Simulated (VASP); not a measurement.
## CdF2: single point with PBEsol

CdF2:

```
CELL_PARAMETERS angstrom
0.00000 2.90071 2.49017
2.68534 0.00000 2.49017
2.68534 2.90071 0.00000
ATOMIC_POSITIONS crystal
Cd 0.00000 0.00000 0.00000
F 0.25000 0.25000 0.25000
F 0.75000 0.75000 0.75000
```

This cell differs from its parent crystal: strain +e along x and -e along y -0.0400, strain +e along z and -e/2 along x and y -0.0750.

```
Program                : VASP 6.6.1
Task                   : single point
Functional             : PBEsol
Potentials or basis    : VASP PAW PBE potentials, release 64 (Cd, F)
Cutoff                 : 520 eV
k mesh                 : 8 × 8 × 8
Occupations            : gaussian, width 0.05 eV
Spin                   : no spin polarisation
Dipole correction      : no
Further INCAR settings : ALGO = Normal; EDIFF = 1e-07; NBANDS = 20
```

```
Pressure               : 1.2 GPa
Band gap on the k mesh : 2.45 eV (least direct gap 3.00 eV)
```

Stress tensor (GPa, compression positive):
```
 1.00  0.00  0.00
 0.00 -7.43  0.00
 0.00  0.00 10.18
```

Levels at points of the mesh, in eV from the valence-band top:
```
           k point  band 9  band 10  band 11  band 12  band 13  band 14  band 15  band 16  band 17  band 18
(0.00, 0.00, 0.00)   -1.27    -1.09    -0.80    -0.62    -0.55     2.45    12.12    12.28    12.50    17.20
(0.50, 0.00, 0.00)   -2.64    -2.28    -1.97    -0.74    -0.67     6.67     8.42    13.65    14.55    17.04
(0.50, 0.50, 0.00)   -3.36    -3.24    -0.53    -0.33    -0.24     7.23     8.99    11.59    12.87    13.95
(0.50, 0.00, 0.50)   -3.34    -3.03    -1.13    -0.40    -0.03     7.47     9.35    11.60    13.79    14.51
(0.00, 0.50, 0.50)   -3.38    -3.06    -0.73    -0.56     0.00     7.61     8.86    11.36    12.95    14.70
```

Run time: 79 s on 1 thread of Oxide Virtual Turin-like Processor, on a shared host, peak memory 0.17 GiB.

Caveat: the cell differs from its parent crystal (strain +e along x and -e along y -0.0400, strain +e along z and -e/2 along x and y -0.0750); the stress differs along the axes, from -7 to 10 GPa; the PAW data sets were made with another functional, which shifts forces and pressure a little. A k mesh can miss the band edges.
